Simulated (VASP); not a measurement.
Set up this calculation in VASP 6.6.1, as the native input.

| Item | Value |
| --- | --- |
| Task | single point |
| Functional | PBE |
| Potentials or basis | VASP PAW PBE potentials, release 64 (Ba_sv, S) |
| Cutoff | 520 eV |
| k mesh | 6 × 6 × 4 |
| Occupations | gaussian, width 0.01 eV |
| Spin | no spin polarisation |
| Dipole correction | no |
| Further INCAR settings | ALGO = Normal; EDIFF = 1e-07; NBANDS = 24 |

The structure of BaS lies in POSCAR:

```
BaS
1.0
    5.3818559345      0.0000000000      0.0000000000
   -2.6909279672      4.6608239588      0.0000000000
    0.0000000000      0.0000000000      6.3833231674
Ba S
2 2
Direct
    0.3333333333      0.6666666667     -0.0625000000
    0.6666666667      0.3333333333      0.4375000000
    0.3333333333      0.6666666667      0.4375000000
    0.6666666667      0.3333333333      0.9375000000
```

One way to write it, as run:

INCAR

```
SYSTEM = BaS
ALGO = Normal
EDIFF = 1E-7
ENCUT = 520
GGA = PE
ISIF = 2
ISMEAR = 0
LASPH = .True.
LCHARG = .True.
LELF = .True.
LREAL = .False.
LVHAR = .True.
LWAVE = .False.
NBANDS = 24
NELM = 60
PREC = Accurate
SIGMA = 0.01
```

KPOINTS

```
k-points
0
Gamma
  6 6 4
  0 0 0
```

Potentials or basis: VASP PAW PBE potentials, release 64 (Ba_sv, S).

Launch:

```bash
$ cat potpaw_PBE.64/Ba_sv/POTCAR potpaw_PBE.64/S/POTCAR > POTCAR
$ mpirun -np 1 vasp_std > vasp.out
```

Results of the run:

- Pressure: 0.5 GPa
- Band gap on the k mesh: 2.47 eV (least direct gap 2.61 eV)

Caveat: the structure was generated, so it needn't be the stable form of BaS; spin-orbit coupling is left out, which moves the levels of the heavy elements.

Run time: 2.5 min on 1 thread of Intel Xeon 8259CL, on a shared host, peak memory 0.29 GiB.
